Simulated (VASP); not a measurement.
A run of VASP 6.6.1:

The input INCAR:

```
ALGO     = Normal         # electronic algorithm
EDIFF    = 1E-7           # SCF threshold, eV
ENCUT    = 520            # plane-wave cutoff, eV
GGA      = PE             # functional
ISIF     = 2              # what is computed and relaxed
ISMEAR   = 0              # smearing method
ISPIN    = 2              # spin polarisation
LASPH    = True           # aspherical terms in the spheres
LCHARG   = True           # write CHGCAR
LELF     = True           # ELF
LMAXMIX  = 4              # l up to which the mixer works
LORBIT   = 11             # projections on sites
LREAL    = False          # projectors in reciprocal space
LVHAR    = True         
LWAVE    = False          # write WAVECAR
MAGMOM   = 0 4            # initial moments
NBANDS   = 16             # bands
NELM     = 150            # most SCF steps
PREC     = Accurate       # precision mode
SIGMA    = 0.05           # smearing width, eV
```

Contents of KPOINTS:

```
k-points
0
Gamma
  14 14 14
```

File POSCAR:

```
AlFe
1.0
    2.9100000000      0.0000000000      0.0000000000
    0.0000000000      2.9100000000      0.0000000000
    0.0000000000      0.0000000000      2.9100000000
Al Fe
1 1
Direct
    0.0000000000      0.0000000000      0.0000000000
    0.5000000000      0.5000000000      0.5000000000
```

Potentials or basis: VASP PAW PBE potentials, release 64 (Al, Fe).

The run is started by

```sh
$ cat potpaw_PBE.64/Al/POTCAR potpaw_PBE.64/Fe/POTCAR > POTCAR
$ mpirun -np 1 vasp_std > vasp.out
```

Hardware: 1 thread of Intel Xeon 8259CL (shared host).

Problem. How long does it take, and how much memory?

Solution. It took 120 s on 1 thread of Intel Xeon 8259CL (shared host), peak memory 0.2 GiB. Counts: scf iterations 16, k points 120.
